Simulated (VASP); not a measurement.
Wanted: the native input for a VASP 6.6.1 run.

```yaml
Task: electric field gradients
Functional: PBE
Potentials_or_basis: VASP PAW PBE potentials, release 64 (Bi_d, P)
Cutoff: 520 eV
k_mesh: 7 × 7 × 7
Occupations: fermi-dirac, width 0.05 eV
Spin: no spin polarisation
Dipole_correction: no
Further_INCAR_settings: ALGO = Normal; EDIFF = 1e-08; NBANDS = 17
```

The structure of BiP (zincblende type) lies in POSCAR:

```
BiP
1.0
    0.0000000000      3.2519146124      3.2519146124
    3.2519146124      0.0000000000      3.2519146124
    3.2519146124      3.2519146124      0.0000000000
Bi P
1 1
Direct
    0.0000000000      0.0000000000      0.0000000000
    0.2500000000      0.2500000000      0.2500000000
```

These files were run (other wordings do the same):

INCAR

```
PREC = Accurate ; ENCUT = 520
EDIFF = 1E-8 ; ISMEAR = -1
SIGMA = 0.05 ; LREAL = False
LASPH = True ; NELM = 100
ALGO = Normal ; ISIF = 2
LWAVE = False ; LCHARG = False
GGA = PE ; LEFG = True
NBANDS = 17
```

KPOINTS

```
Automatic mesh
0
Gamma
  7 7 7
```

Potentials or basis: VASP PAW PBE potentials, release 64 (Bi_d, P).

Launch:

```sh
$ cat potpaw_PBE.64/Bi_d/POTCAR potpaw_PBE.64/P/POTCAR > POTCAR
$ mpirun -np 1 vasp_std > vasp.out
```

It gave:

The pressure is 0.1 GPa and the band gap on the k mesh is zero (band 10 reaches 4.22 eV, above the bottom of band 11 at 3.90 eV).

Caveat: without QUAD_EFG the Cq values of the log hold for a quadrupole moment of 1 mb, not for the nuclei; spin-orbit coupling is left out, which moves the levels of the heavy elements.

Run time: 21 s on 1 thread of AMD EPYC 9R14 (Zen 4), with other jobs on the host, peak memory 0.17 GiB.
